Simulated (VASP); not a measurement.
# CdSe (R3m) in VASP: single point with r2SCAN

Aim: the single point of CdSe with r2SCAN.

Program: VASP 6.6.1. These are calculated values, not measurements. Logs are shortened: lines on timing, memory, paths and dates and some standing lists are left out, and cuts for length are marked.

**1. The cell of the first run**

Symmetry: R3m, No. 160, trigonal system. Conventional cell: a = 4.381 Å, b = 4.381 Å, c = 10.530 Å, α = 90.00°, β = 90.00°, γ = 120.00°. Within 3.5 Å of Cd (site symmetry 3m) lie 4 Se at 2.66 to 2.67 Å. Within 3.5 Å of Se (site symmetry 3m) lie 4 Cd at 2.66 to 2.67 Å.

**2. Single point, r2SCAN, non-collinear spin, zero start, spin-orbit coupling**

Contents of POSCAR:

```
CdSe
1.0
   -0.0384866795      3.0590656011      3.0590656011
    3.0590656011     -0.0384866795      3.0590656011
    3.0590656011      3.0590656011     -0.0384866795
Cd Se
1 1
Direct
   -0.0013150691     -0.0013150691     -0.0013150691
    0.2513150691      0.2513150691      0.2513150691
```

Contents of INCAR.step1:

```
SYSTEM = CdSe
PREC = Accurate
ENCUT = 550
ISMEAR = 0
SIGMA = 0.01
LREAL = .FALSE.
LASPH = .TRUE.
NELM = 200
LNONCOLLINEAR = .TRUE.
MAGMOM = 0 0 0 0 0 0
LSORBIT = .TRUE.
GGA_COMPAT = .FALSE.
NBANDS = 30
GGA = PE
ALGO = Normal
EDIFF = 1E-5
LWAVE = .TRUE.
LCHARG = .FALSE.
```

Contents of INCAR.step2:

```
SYSTEM = CdSe
PREC = Accurate
ENCUT = 550
EDIFF = 1E-6
ISMEAR = 0
SIGMA = 0.01
LREAL = .FALSE.
LASPH = .TRUE.
NELM = 200
ALGO = Normal
ISIF = 2
LWAVE = .FALSE.
LCHARG = .FALSE.
LNONCOLLINEAR = .TRUE.
MAGMOM = 0 0 0 0 0 0
LORBIT = 11
LSORBIT = .TRUE.
GGA_COMPAT = .FALSE.
LORBMOM = .TRUE.
METAGGA = R2SCAN
LMIXTAU = .TRUE.
NBANDS = 30
ISTART = 1
```

Contents of KPOINTS:

```
regular mesh
0
G
  6 6 6
  0 0 0
```

Potentials or basis: VASP PAW PBE potentials, release 64 (Cd, Se).

Started as:

```
$ cat potpaw_PBE.64/Cd/POTCAR potpaw_PBE.64/Se/POTCAR > POTCAR
$ cp INCAR.step1 INCAR
$ mpirun -np 1 vasp_ncl > vasp.out
$ cp INCAR.step2 INCAR
$ mpirun -np 1 vasp_ncl > vasp.out
```

OUTCAR:

```text
SYSTEM = CdSe
   PREC = Accurate
   ENCUT = 550
   EDIFF = 1E-6
   ISMEAR = 0
   LREAL = .FALSE.
   LASPH = .TRUE.
   NELM = 200
   ISIF = 2
   LNONCOLLINEAR = .TRUE.
   LORBIT = 11
   LSORBIT = .TRUE.
   METAGGA = R2SCAN
   ISTART = 1

 ion  position               nearest neighbor table
   1  0.999  0.999  0.999-   2 2.66   2 2.67   2 2.67   2 2.67
   2  0.251  0.251  0.251-   1 2.66   1 2.67   1 2.67   1 2.67

  LATTYP: Found a trigonal (rhomboedric) cell.
 ALAT       =     4.3263432513
 COS(alpha) =     0.4873802392

  Lattice vectors:

 A1 = (  -0.0384866795,   3.0590656011,   3.0590656011)
 A2 = (   3.0590656011,  -0.0384866795,   3.0590656011)
 A3 = (   3.0590656011,   3.0590656011,  -0.0384866795)

Analysis of symmetry for initial positions (statically):
=====================================================================
 Subroutine PRICEL returns:
 Original cell was already a primitive cell.

 Routine SETGRP: Setting up the symmetry group for a
 trigonal (rhombohedral) supercell.

 Subroutine GETGRP returns: Found  6 space group operations
 (whereof  6 operations were pure point group operations)
 out of a pool of 12 trial point group operations.

The static configuration has the point symmetry C_3v.

Analysis of symmetry for dynamics (positions and initial velocities):
=====================================================================
 Subroutine PRICEL returns:
 Original cell was already a primitive cell.

 Routine SETGRP: Setting up the symmetry group for a
 trigonal (rhombohedral) supercell.

 Subroutine GETGRP returns: Found  6 space group operations
 (whereof  6 operations were pure point group operations)
 out of a pool of 12 trial point group operations.

The dynamic configuration has the point symmetry C_3v.

Analysis of structural, dynamic, and magnetic symmetry:
=====================================================================
 Subroutine PRICEL returns:
 Original cell was already a primitive cell.

 Routine SETGRP: Setting up the symmetry group for a
 trigonal (rhombohedral) supercell.

 Subroutine GETGRP returns: Found  6 space group operations
 (whereof  6 operations were pure point group operations)
 out of a pool of 12 trial point group operations.

The overall configuration has the point symmetry C_3v.

 Subroutine INISYM returns: Found  6 space group operations
 (whereof  6 operations are pure point group operations),
 and found     1 'primitive' translations

----------------------------------------------------------------------------------------
[... 970 lines left out ...]
    total drift:                               -0.000091     -0.000091     -0.000091

  FREE ENERGIE OF THE ION-ELECTRON SYSTEM (eV)
  ---------------------------------------------------
  free  energy   TOTEN  =       -35.9569457800 eV

  energy  without entropy=      -35.9569457800  energy(sigma->0) =      -35.95694578

 orbital moment (x)

 # of ion     p       d       tot
 ----------------------------------------
  1         0.000  -0.000  -0.000
  2        -0.000   0.000  -0.000
 ----------------------------------------
            0.000  -0.000  -0.000

 orbital moment (y)

 # of ion     p       d       tot
 ----------------------------------------
  1         0.000   0.000   0.000
  2         0.000  -0.000   0.000
 ----------------------------------------
            0.000   0.000   0.000

 orbital moment (z)

 # of ion     p       d       tot
 ----------------------------------------
  1         0.000   0.000   0.000
  2         0.000  -0.000  -0.000
 ----------------------------------------
            0.000  -0.000  -0.000

 Spin-Orbit-Coupling matrix elements

 Ion:    1  E_soc:     -0.0547207
 l=   1
     0.0000000    -0.0023570    -0.0023570
    -0.0023570     0.0000000    -0.0023570
    -0.0023570    -0.0023570     0.0000000
 l=   2
     0.0000000    -0.0013779     0.0000000    -0.0013779    -0.0053853
    -0.0013779     0.0000000    -0.0040390    -0.0013779    -0.0013463
     0.0000000    -0.0040390     0.0000000    -0.0040390     0.0000000
    -0.0013779    -0.0013779    -0.0040390     0.0000000    -0.0013463
    -0.0053853    -0.0013463     0.0000000    -0.0013463     0.0000000
 l=   3
     0.0000000     0.0000000     0.0000000     0.0000000     0.0000000     0.0000000     0.0000000
     0.0000000     0.0000000     0.0000000     0.0000000     0.0000000     0.0000000     0.0000000
     0.0000000     0.0000000     0.0000000     0.0000000     0.0000000     0.0000000     0.0000000
     0.0000000     0.0000000     0.0000000     0.0000000     0.0000000     0.0000000     0.0000000
     0.0000000     0.0000000     0.0000000     0.0000000     0.0000000     0.0000000     0.0000000
     0.0000000     0.0000000     0.0000000     0.0000000     0.0000000     0.0000000     0.0000000
     0.0000000     0.0000000     0.0000000     0.0000000     0.0000000     0.0000000     0.0000000

 Ion:    2  E_soc:     -0.0375510
 l=   1
     0.0000000    -0.0062519    -0.0062519
    -0.0062519     0.0000000    -0.0062519
    -0.0062519    -0.0062519     0.0000000
 l=   2
     0.0000000    -0.0000032     0.0000000    -0.0000032    -0.0000034
    -0.0000032     0.0000000    -0.0000026    -0.0000032    -0.0000009
     0.0000000    -0.0000026     0.0000000    -0.0000026     0.0000000
    -0.0000032    -0.0000032    -0.0000026     0.0000000    -0.0000009
    -0.0000034    -0.0000009     0.0000000    -0.0000009     0.0000000
 l=   3
     0.0000000     0.0000000     0.0000000     0.0000000     0.0000000     0.0000000     0.0000000
     0.0000000     0.0000000     0.0000000     0.0000000     0.0000000     0.0000000     0.0000000
     0.0000000     0.0000000     0.0000000     0.0000000     0.0000000     0.0000000     0.0000000
     0.0000000     0.0000000     0.0000000     0.0000000     0.0000000     0.0000000     0.0000000
     0.0000000     0.0000000     0.0000000     0.0000000     0.0000000     0.0000000     0.0000000
     0.0000000     0.0000000     0.0000000     0.0000000     0.0000000     0.0000000     0.0000000
     0.0000000     0.0000000     0.0000000     0.0000000     0.0000000     0.0000000     0.0000000

 total charge

# of ion       s       p       d       tot
------------------------------------------
    1        0.415   0.288   9.573  10.276
    2        1.439   2.435   0.020   3.893
--------------------------------------------------
tot          1.854   2.723   9.592  14.169

 magnetization (x)

# of ion       s       p       d       tot
------------------------------------------
    1        0.000   0.000   0.000   0.000
    2       -0.000   0.000  -0.000  -0.000
--------------------------------------------------
tot         -0.000   0.000   0.000   0.000

 magnetization (y)

# of ion       s       p       d       tot
------------------------------------------
    1       -0.000   0.000  -0.000  -0.000
    2        0.000   0.000   0.000   0.000
--------------------------------------------------
tot         -0.000   0.000  -0.000   0.000

 magnetization (z)

# of ion       s       p       d       tot
------------------------------------------
    1        0.000   0.000   0.000   0.000
    2       -0.000   0.000  -0.000  -0.000
--------------------------------------------------
tot         -0.000   0.000   0.000   0.000
```

OUTCAR.step1:

```text
SYSTEM = CdSe
   PREC = Accurate
   ENCUT = 550
   ISMEAR = 0
   LREAL = .FALSE.
[... 1081 lines left out ...]
     0.0000000     0.0000000     0.0000000     0.0000000     0.0000000     0.0000000     0.0000000
     0.0000000     0.0000000     0.0000000     0.0000000     0.0000000     0.0000000     0.0000000
     0.0000000     0.0000000     0.0000000     0.0000000     0.0000000     0.0000000     0.0000000
     0.0000000     0.0000000     0.0000000     0.0000000     0.0000000     0.0000000     0.0000000
     0.0000000     0.0000000     0.0000000     0.0000000     0.0000000     0.0000000     0.0000000
     0.0000000     0.0000000     0.0000000     0.0000000     0.0000000     0.0000000     0.0000000

=======================================================================

 ========================================================
```

OSZICAR.step1:

```text
N       E                     dE             d eps       ncg     rms          rms(c)
DAV:   1     0.125329187798E+03    0.12533E+03   -0.87255E+03  3368   0.113E+03
DAV:   2     0.818089535096E+00   -0.12451E+03   -0.11883E+03  3692   0.284E+02
DAV:   3    -0.586913403322E+01   -0.66872E+01   -0.66387E+01  3926   0.660E+01
DAV:   4    -0.592014026626E+01   -0.51006E-01   -0.50988E-01  3792   0.562E+00
DAV:   5    -0.592044021074E+01   -0.29994E-03   -0.29994E-03  3908   0.398E-01    0.590E+00
DAV:   6    -0.555426080085E+01    0.36618E+00   -0.48575E-01  4142   0.931E+00    0.471E+00
DAV:   7    -0.553612949524E+01    0.18131E-01   -0.18960E-01  3660   0.296E+00    0.207E+00
DAV:   8    -0.553679931744E+01   -0.66982E-03   -0.15933E-02  3786   0.159E+00    0.528E-01
DAV:   9    -0.553678875246E+01    0.10565E-04   -0.80965E-04  3864   0.379E-01    0.191E-01
DAV:  10    -0.553695684696E+01   -0.16809E-03   -0.53274E-04  3624   0.249E-01    0.446E-02
DAV:  11    -0.553702905125E+01   -0.72204E-04   -0.14473E-04  3762   0.168E-01    0.344E-02
DAV:  12    -0.553704253352E+01   -0.13482E-04   -0.36716E-05  3636   0.521E-02    0.747E-03
DAV:  13    -0.553704237409E+01    0.15943E-06   -0.19406E-06  2400   0.942E-03
   1 F= -.55370424E+01 E0= -.55370424E+01  d E =-.151656E-56  mag=    -0.0000     0.0000     0.0000
```

Wall time 30 min (1 thread of Oxide Virtual Turin-like, shared host); peak memory 0.52 GiB.

Results:

```yaml
Free_energy: -35.9569 eV
Pressure: -0.4 GPa
Net_moment: 0.00 μB per cell
Valence_electrons_inside_the_program's_atomic_spheres: Cd 10.28; Se 3.89
```

Stress tensor (GPa, compression positive):
```
-0.37  0.28  0.28
 0.28 -0.37  0.28
 0.28  0.28 -0.37
```

Moments on the atoms (μB; x, y, z):
```
Cd  0.00 0.00 0.00
Se  0.00 0.00 0.00
```

Caveat: the PAW data sets were made with another functional, which shifts forces and pressure a little.
